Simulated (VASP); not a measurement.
# Zr3Ag (P4/mmm) in VASP: notebook

Runs on Zr3Ag. Level: LDA. Tasks: single point.

Program: VASP 6.6.1. These are calculated values, not measurements. Logs are shortened: lines on timing, memory, paths and dates and some standing lists are left out, and cuts for length are marked.

## Step 1: The cell of the first run

Symmetry: P4/mmm, No. 123, tetragonal system. The conventional cell has a = 4.520 Å, b = 4.520 Å, c = 3.986 Å, α = 90.00°, β = 90.00°, γ = 90.00°. Zr (site symmetry 4/mmm) has 10 Zr at 3.01 to 3.99 Å and 4 Ag at 3.20 Å within 4.0 Å. Zr (site symmetry mmm) has 10 Zr at 3.01 to 3.99 Å and 4 Ag at 3.01 Å within 4.0 Å. Ag (site symmetry 4/mmm) has 12 Zr at 3.01 to 3.20 Å and 2 Ag at 3.99 Å within 4.0 Å.

## Step 2: Single point, LDA (equal xx and yy strain of -1 %)

INCAR reads:

```
SYSTEM = Zr3Ag
PREC     = Accurate       ! precision mode
ENCUT    = 520            ! plane-wave cutoff, eV
EDIFF    = 1E-6           ! SCF threshold, eV
ISMEAR   = -1             ! smearing method
SIGMA    = 0.05           ! smearing width, eV
LREAL    = .FALSE.        ! projectors in reciprocal space
LASPH    = .TRUE.         ! aspherical terms in the spheres
NELM     = 80             ! most SCF steps
ALGO     = Normal         ! electronic algorithm
ISIF     = 2              ! what is computed and relaxed
LWAVE    = .FALSE.        ! write WAVECAR
LCHARG   = .FALSE.        ! write CHGCAR
GGA      = CA             ! functional
NBANDS   = 32             ! bands
```

KPOINTS reads:

```
regular mesh
0
G
  7 7 8
  0 0 0
```

POSCAR reads:

```
Zr3Ag
1.0
    4.5203400000      0.0000000000      0.0000000000
    0.0000000000      4.5203400000      0.0000000000
    0.0000000000      0.0000000000      3.9860000000
Zr Ag
3 1
Direct
    0.5000000000      0.5000000000      0.0000000000
    0.0000000000      0.5000000000      0.5000000000
    0.5000000000      0.0000000000      0.5000000000
    0.0000000000      0.0000000000      0.0000000000
```

Potentials or basis: VASP PAW LDA potentials, release 64 (Zr_sv, Ag).

Started as:

```sh
cat potpaw_LDA.64/Zr_sv/POTCAR potpaw_LDA.64/Ag/POTCAR > POTCAR
mpirun -np 1 vasp_std > vasp.out
```

OUTCAR:

```text
SYSTEM = Zr3Ag
   PREC = Accurate
   ENCUT = 520
   EDIFF = 1E-6
   ISMEAR = -1
   LREAL = .FALSE.
   LASPH = .TRUE.
   NELM = 80
   ISIF = 2
   GGA = CA

 ion  position               nearest neighbor table
   1  0.500  0.500  0.000-   2 3.01   3 3.01   2 3.01   3 3.01   3 3.01   3 3.01   2 3.01   2 3.01
                             4 3.20   4 3.20   4 3.20   4 3.20
   2  0.000  0.500  0.500-   1 3.01   4 3.01   1 3.01   4 3.01   4 3.01   4 3.01   1 3.01   1 3.01
                             3 3.20   3 3.20   3 3.20   3 3.20
   3  0.500  0.000  0.500-   1 3.01   4 3.01   1 3.01   4 3.01   1 3.01   1 3.01   4 3.01   4 3.01
                             2 3.20   2 3.20   2 3.20   2 3.20
   4  0.000  0.000  0.000-   2 3.01   3 3.01   2 3.01   3 3.01   2 3.01   2 3.01   3 3.01   3 3.01
                             1 3.20   1 3.20   1 3.20   1 3.20

  LATTYP: Found a simple tetragonal cell.
 ALAT       =     4.5203400000
 C/A-ratio  =     0.8817920776

  Lattice vectors:

 A1 = (   4.5203400000,   0.0000000000,   0.0000000000)
 A2 = (   0.0000000000,   4.5203400000,   0.0000000000)
 A3 = (   0.0000000000,   0.0000000000,   3.9860000000)

Analysis of symmetry for initial positions (statically):
=====================================================================
 Subroutine PRICEL returns:
 Original cell was already a primitive cell.

 Routine SETGRP: Setting up the symmetry group for a
 simple tetragonal supercell.

 Subroutine GETGRP returns: Found 16 space group operations
 (whereof 16 operations were pure point group operations)
 out of a pool of 16 trial point group operations.

The static configuration has the point symmetry D_4h.

Analysis of symmetry for dynamics (positions and initial velocities):
=====================================================================
 Subroutine PRICEL returns:
 Original cell was already a primitive cell.

 Routine SETGRP: Setting up the symmetry group for a
 simple tetragonal supercell.

 Subroutine GETGRP returns: Found 16 space group operations
 (whereof 16 operations were pure point group operations)
 out of a pool of 16 trial point group operations.

The dynamic configuration has the point symmetry D_4h.

 Subroutine INISYM returns: Found 16 space group operations
 (whereof 16 operations are pure point group operations),
 and found     1 'primitive' translations

----------------------------------------------------------------------------------------

                                     Primitive cell

  volume of cell :      81.4478

  direct lattice vectors                    reciprocal lattice vectors
     4.520340000  0.000000000  0.000000000     0.221222297  0.000000000  0.000000000
     0.000000000  4.520340000  0.000000000     0.000000000  0.221222297  0.000000000
     0.000000000  0.000000000  3.986000000     0.000000000  0.000000000  0.250878073

  length of vectors
     4.520340000  4.520340000  3.986000000     0.221222297  0.221222297  0.250878073

  position of ions in fractional coordinates (direct lattice)
     0.500000000  0.500000000  0.000000000
     0.000000000  0.500000000  0.500000000
     0.500000000  0.000000000  0.500000000
     0.000000000  0.000000000  0.000000000

  ion indices of the primitive-cell ions
   primitive index   ion index
                 1           1
                 2           2
                 3           3
                 4           4

----------------------------------------------------------------------------------------

 KPOINTS: regular mesh

Automatic generation of k-mesh.
 Grid dimensions read from file:
 generate k-points for:    7    7    8

 Generating k-lattice:

  Cartesian coordinates                     Fractional coordinates (reciprocal lattice)
     0.031603185  0.000000000  0.000000000     0.142857143  0.000000000  0.000000000
     0.000000000  0.031603185  0.000000000     0.000000000  0.142857143  0.000000000
     0.000000000  0.000000000  0.031359759     0.000000000  0.000000000  0.125000000

  Length of vectors
     0.031603185  0.031603185  0.031359759

  Shift w.r.t. Gamma in fractional coordinates (k-lattice)
     0.000000000  0.000000000  0.000000000

 Subroutine IBZKPT returns following result:
 ===========================================

 Found     50 irreducible k-points:

 Following reciprocal coordinates:
            Coordinates               Weight
  0.000000  0.000000  0.000000      1.000000
  0.142857  0.000000  0.000000      4.000000
  0.285714  0.000000  0.000000      4.000000
  0.428571  0.000000  0.000000      4.000000
  0.142857  0.142857  0.000000      4.000000
  0.285714  0.142857  0.000000      8.000000
[... 16 lines left out ...]
  0.285714  0.000000  0.250000      8.000000
  0.428571  0.000000  0.250000      8.000000
 [... further k-points ...]
   k-points           NKPTS =     50   k-points in BZ     NKDIM =     50   number of bands    NBANDS=     32
   number of dos      NEDOS =    301   number of ions     NIONS =      4
   total plane-waves  NPLWV =  38880
   dimension x,y,z NGX =    36 NGY =   36 NGZ =   30
   dimension x,y,z NGXF=    72 NGYF=   72 NGZF=   60
   ions per type =               3   1
   NGX,Y,Z   is equivalent  to a cutoff of  13.24, 13.24, 12.51 a.u.
   NGXF,Y,Z  is equivalent  to a cutoff of  26.48, 26.48, 25.02 a.u.
 SYSTEM =  Zr3Ag
   PREC   = accura    normal or accurate (medium, high low for compatibility)
   ISTART =      0    job   : 0-new  1-cont  2-samecut
   ICHARG =      2    charge: 1-file 2-atom 10-const
   ISPIN  =      1    spin polarized calculation?
   LNONCOLLINEAR =      F non collinear calculations
   LSORBIT =      F    spin-orbit coupling
   LASPH  =      T    aspherical Exc in radial PAW
   ENCUT  =  520.0 eV  38.22 Ry    6.18 a.u.   8.40  8.40  7.41*2*pi/ulx,y,z
   NELM   =     80;   NELMIN=  2; NELMDL= -5     # of ELM steps
   EDIFF  = 0.1E-05   stopping-criterion for ELM
   LREAL  =      F    real-space projection
   EDIFFG = 0.1E-04   stopping-criterion for IOM
   NSW    =      0    number of steps for IOM
   IBRION =     -1    ionic relax: 0-MD 1-quasi-New 2-CG
   NFREE  =      0    steps in history (QN), initial steepest desc. (CG)
   ISIF   =      2    stress and relaxation
   ISYM   =      2    0-nonsym 1-usesym 2-fastsym
   POTIM  = 0.5000    time-step for ionic-motion
   TEBEG  =    0.0;   TEEND  =   0.0 temperature during run
   PSTRESS=    0.0 pullay stress
   NELECT =      47.0000    total number of electrons
   NUPDOWN=      -1.0000    fix difference up-down
   EMIN   =  10.00;   EMAX   =-10.00  energy-range for DOS
   EFERMI =   0.00;   METHOD = LEGACY
   ISMEAR =    -1;   SIGMA  =   0.05  broadening in eV -4-tet -1-fermi 0-gaus
   EFERMI_NEDOS =   21; number of points for ismear=-14 and -15
   IALGO  =     38    algorithm
   IMIX   =      4    mixing-type and parameters
     AMIX     =   0.40;   BMIX     =  1.00
     AMIX_MAG =   1.60;   BMIX_MAG =  1.00
  volume/ion in A,a.u.               =      20.36       137.41
  Fermi-wavevector in a.u.,A,eV,Ry     =   1.362953  2.575608 25.274747  1.857641
  Thomas-Fermi vector in A             =   2.489398
   LORBIT       =      0    0 simple, 1 ext, 2 COOP (PROOUT), +10 PAW based schemes
   GGA     = CA    functional components
   LHFCALC =     F    Hartree Fock is set to
   AEXX    =    0.0000 exact exchange contribution
   IVDW    =     0    specifies the selected vdW correction
   LEPSILON=     F    determine dielectric tensor
   LRPA    =     F    only Hartree local field effects (RPA)
 non-spin polarized calculation
  energy-cutoff  :      520.00
  volume of cell :       81.45
 maximum number of plane-waves:      2216
 NGX is ok and might be reduce to    36
   NGX = 17   NGY = 17   NGZ = 15

 number of electron      46.9999996 magnetization

 Free energy of the ion-electron system (eV)
  ---------------------------------------------------
  ext. energy  EPLUGINS =         0.00000000
  ---------------------------------------------------
  free energy    TOTEN  =       -31.69376994 eV

  energy without entropy =      -31.65105052  energy(sigma->0) =      -31.67241023

 E-fermi :   9.2550     XC(G=0): -11.8599

 val. band max:        9.2434066288   @ k =   0.2857   0.1429   0.2500
 cond. band min:       9.2638631001   @ k =   0.2857   0.2857   0.1250
 fundamental gap:      0.0204564713
 Fermi energy:         9.2549712741

 k-point     1 :       0.0000    0.0000    0.0000
  band No.  band energies     occupation
      1     -38.9956      2.00000
      2     -38.8375      2.00000
      3     -38.6063      2.00000
      4     -17.5981      2.00000
      5     -17.5981      2.00000
      6     -17.4841      2.00000
[... 24 lines left out ...]
     31      13.5364      0.00000
     32      14.3594      0.00000

 k-point     2 :       0.1429    0.0000    0.0000
  band No.  band energies     occupation
      1     -38.9866      2.00000
      2     -38.8426      2.00000
      3     -38.6103      2.00000
      4     -17.5792      2.00000
      5     -17.5545      2.00000
      6     -17.4608      2.00000
[... 24 lines left out ...]
     31      14.0102      0.00000
     32      14.1385      0.00000

 k-point     3 :       0.2857    0.0000    0.0000
  band No.  band energies     occupation
      1     -38.9624      2.00000
      2     -38.8583      2.00000
      3     -38.6193      2.00000
      4     -17.5307      2.00000
      5     -17.4314      2.00000
      6     -17.4003      2.00000
[... 24 lines left out ...]
     31      13.2706      0.00000
     32      13.3603      0.00000

 k-point     4 :       0.4286    0.0000    0.0000
  band No.  band energies     occupation
      1     -38.9321      2.00000
      2     -38.8817      2.00000
      3     -38.6264      2.00000
      4     -17.4823      2.00000
      5     -17.3375      2.00000
      6     -17.2574      2.00000
[... 24 lines left out ...]
     31      12.3962      0.00000
     32      12.6357      0.00000

 k-point     5 :       0.1429    0.1429    0.0000
  band No.  band energies     occupation
      1     -38.9781      2.00000
      2     -38.8470      2.00000
      3     -38.6147      2.00000
      4     -17.5754      2.00000
      5     -17.4988      2.00000
      6     -17.4369      2.00000
[... 584 lines left out ...]
     31      13.3550      0.00000
     32      13.6107      0.00000

 k-point    22 :       0.1429    0.0000    0.2500
  band No.  band energies     occupation
      1     -38.9611      2.00000
      2     -38.8411      2.00000
      3     -38.6343      2.00000
      4     -17.5313      2.00000
      5     -17.4747      2.00000
      6     -17.3285      2.00000
[... 24 lines left out ...]
     31      13.4420      0.00000
     32      13.5979      0.00000

 k-point    23 :       0.2857    0.0000    0.2500
  band No.  band energies     occupation
      1     -38.9411      2.00000
      2     -38.8562      2.00000
      3     -38.6391      2.00000
      4     -17.5384      2.00000
      5     -17.4210      2.00000
      6     -17.2364      2.00000
[... 24 lines left out ...]
     31      13.0543      0.00000
     32      13.5866      0.00000

 k-point    24 :       0.4286    0.0000    0.2500
  band No.  band energies     occupation
      1     -38.9145      2.00000
      2     -38.8789      2.00000
      3     -38.6429      2.00000
      4     -17.4783      2.00000
      5     -17.3620      2.00000
      6     -17.3527      2.00000
[... 24 lines left out ...]
     31      13.1422      0.00000
     32      13.6073      0.00000

 [... further k-points ...]

------------------------ aborting loop because EDIFF is reached ----------------------------------------

  FORCE on cell =-STRESS in cart. coord.  units (eV):
  Direction    XX          YY          ZZ          XY          YZ          ZX
  --------------------------------------------------------------------------------------
  -------------------------------------------------------------------------------------
  Total       -1.8954506     -1.8954506     -0.5290454      0.0000000      0.0000000      0.0000000
  in kB      -37.2858069    -37.2858069    -10.4069633      0.0000000      0.0000000      0.0000000
  external PRESSURE =     -28.3261923 kB  Pullay stress =       0.0000000 kB

 VOLUME and BASIS-vectors are now :
 -----------------------------------------------------------------------------
  energy-cutoff  :      520.00
  volume of cell :       81.45
      direct lattice vectors                 reciprocal lattice vectors
     4.520340000  0.000000000  0.000000000     0.221222297  0.000000000  0.000000000
     0.000000000  4.520340000  0.000000000     0.000000000  0.221222297  0.000000000
     0.000000000  0.000000000  3.986000000     0.000000000  0.000000000  0.250878073

 POSITION                                       TOTAL-FORCE (eV/Angst)
 -----------------------------------------------------------------------------------
      2.26017      2.26017      0.00000         0.000000      0.000000      0.000000
      0.00000      2.26017      1.99300         0.000000      0.000000      0.000000
      2.26017      0.00000      1.99300         0.000000      0.000000      0.000000
      0.00000      0.00000      0.00000         0.000000      0.000000      0.000000
 -----------------------------------------------------------------------------------
    total drift:                                0.000000      0.000000      0.000000

  FREE ENERGIE OF THE ION-ELECTRON SYSTEM (eV)
  ---------------------------------------------------
  free  energy   TOTEN  =       -31.6937699391 eV

  energy  without entropy=      -31.6510505243  energy(sigma->0) =      -31.67241023
```

Run time: 72 s. Hardware: 1 thread of Intel Xeon Platinum 8488C (Sapphire Rapids), shared host; peak memory 0.23 GiB.

Results:

```yaml
Free_energy: -31.6938 eV
Pressure: -2.8 GPa
```

Levels at points of the mesh, in eV from the Fermi level:
| k point | band 20 | band 21 | band 22 | band 23 | band 24 | band 25 | band 26 | band 27 | band 28 | band 29 |
| --- | --- | --- | --- | --- | --- | --- | --- | --- | --- | --- |
| (0.00, 0.00, 0.00) | -0.93 | -0.92 | -0.92 | -0.81 | -0.18 | 2.29 | 2.29 | 3.33 | 3.33 | 3.55 |
| (0.00, 0.00, 0.50) | -1.73 | -0.91 | -0.91 | -0.90 | 0.90 | 0.95 | 0.95 | 2.31 | 2.32 | 2.32 |

Caveat: the cell differs from its parent crystal (equal xx and yy strain of -1 %).

## Step 3: Single point, LDA (equal xx and yy strain of +1 %)

INCAR reads:

```
PREC = Accurate ; ENCUT = 520
EDIFF = 1E-7 ; ISMEAR = -1
SIGMA = 0.05 ; LREAL = F
LASPH = T ; NELM = 60
ALGO = Normal ; ISIF = 2
LWAVE = F ; LCHARG = T
LELF = T ; LVHAR = T
NBANDS = 32
```

KPOINTS reads:

```
Automatic mesh
0
Gamma
  7 7 8
```

POSCAR, as its differences from that of step 2:

```diff
@@ -2,4 +2,4 @@
 1.0
-    4.5203400000      0.0000000000      0.0000000000
-    0.0000000000      4.5203400000      0.0000000000
+    4.6116600000      0.0000000000      0.0000000000
+    0.0000000000      4.6116600000      0.0000000000
     0.0000000000      0.0000000000      3.9860000000
```

Potentials or basis: VASP PAW LDA potentials, release 64 (Zr_sv, Ag).

Started as:

```sh
cat potpaw_LDA.64/Zr_sv/POTCAR potpaw_LDA.64/Ag/POTCAR > POTCAR
mpirun -np 1 vasp_std > vasp.out
```

Run time: 82 s. Hardware: 1 thread of AMD EPYC 9R14 (Zen 4), shared host; peak memory 0.21 GiB.

It converged, with:

```
Free energy : -31.5786 eV
Pressure    : -6.6 GPa
```

Stress tensor (GPa, compression positive):
```
-7.34  0.00  0.00
 0.00 -7.34  0.00
 0.00  0.00 -5.24
```

Levels at points of the mesh, in eV from the Fermi level:
```tsv
k point	band 20	band 21	band 22	band 23	band 24	band 25	band 26	band 27	band 28	band 29
(0.00, 0.00, 0.00)	-0.89	-0.87	-0.83	-0.83	-0.20	2.05	2.05	3.17	3.17	3.46
(0.00, 0.00, 0.50)	-1.59	-0.90	-0.90	-0.80	0.85	0.86	0.86	2.15	2.15	2.19
```

Caveat: the cell differs from its parent crystal (equal xx and yy strain of +1 %).
